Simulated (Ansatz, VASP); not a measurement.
# Two plane-wave programs on GaN

The input INCAR:

```
SYSTEM = GaN
PREC = Accurate
ENCUT = 600
EDIFF = 1E-6
ISMEAR = -1
SIGMA = 0.1
LREAL = .False.
LASPH = .True.
NELM = 60
ALGO = Normal
ISIF = 3
LWAVE = .False.
LCHARG = .False.
GGA = PS
IBRION = 2
NSW = 100
EDIFFG = -0.002
```

Contents of KPOINTS:

```
Automatic mesh
0
Gamma
  16 16 16
  0 0 0
```

The input POSCAR:

```
GaN
1.0
    0.0000000000      2.2535006075      2.2535006075
    2.2535006075      0.0000000000      2.2535006075
    2.2535006075      2.2535006075      0.0000000000
Ga N
1 1
Direct
    0.0000000000      0.0000000000      0.0000000000
    0.2500000000      0.2500000000      0.2500000000
```

Input for Ansatz:

```yaml
crystal:
  lattice:
    - [0.0, 2.2535006075, 2.2535006075]
    - [2.2535006075, 0.0, 2.2535006075]
    - [2.2535006075, 2.2535006075, 0.0]
  atoms:
    - { symbol: Ga, position: [0.0, 0.0, 0.0] }
    - { symbol: "N", position: [0.25, 0.25, 0.25] }
kpoints:
  mp_grid: { grid: [16, 16, 16] }
scf:
  occupations: { method: fermi_dirac, width: 0.1 }
hamiltonian:
  xc: pbesol
  pseudopotentials: { kind: paw }
relax:
  f_tol: 0.002
  max_steps: 80
  cell: {}
output:
  forces: true
  stress: true
  write_density: true
  write_potential: true
  elf: true
  volumetric_format: npy
```

Alike in both runs: task relaxation of cell and atoms; functional PBEsol; k mesh 16 × 16 × 16; occupations fermi-dirac, width 0.1 eV; no spin polarisation.

|  | VASP | Ansatz |
| --- | --- | --- |
| version | VASP 6.6.1 | Ansatz 0.2.0 |
| potentials or method | VASP PAW PBE potentials, release 64 (Ga_d, N) | PAW with Ansatz's default frozen-core files, scalar-relativistic |
| plane-wave cutoff (eV) | 600 | 420 |
| valence electrons in the cell | 18 | 18 |

```tsv
	VASP	Ansatz	Ansatz less VASP
relaxed volume (Å³/atom)	11.35	11.38	+0.024
relaxed cell length with the largest relative difference (Å)	3.178	3.181	+0.0023
```

VASP's potentials were made for PBE, not for PBEsol.
